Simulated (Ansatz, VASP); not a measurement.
LiH in VASP and in Ansatz

```
Li H
1.0
     0.00000    1.95445    1.95445
     1.95445    0.00000    1.95445
     1.95445    1.95445    0.00000
Li H
1 1
Direct
  0.00000 0.00000 0.00000
  0.50000 0.50000 0.50000
```

Alike in both runs: task single point; functional LDA; k mesh 10 × 10 × 10; no spin polarisation.

|  | VASP | Ansatz |
| --- | --- | --- |
| version | VASP 6.6.1 | Ansatz 0.2.0 |
| potentials or method | VASP PAW LDA potentials, release 64 (Li_sv, H), cutoff 520 eV | all-electron LAPW, scalar-relativistic |
| occupations | gaussian, width 0.01 eV | fixed |

Ansatz gave:

```
gap on the k mesh at the Fermi level (eV) : 2.54
```

**Question.** Estimate VASP's values.

**Answer.** gap on the k mesh at the Fermi level (eV): 2.53.

LDA's correlation is that of Perdew and Zunger in VASP and of Perdew and Wang (1992) in Ansatz. Ansatz ran all-electron here, and VASP with PAW potentials.

Noted on VASP's run: the cutoff is short for stress, so the pressure is rough.
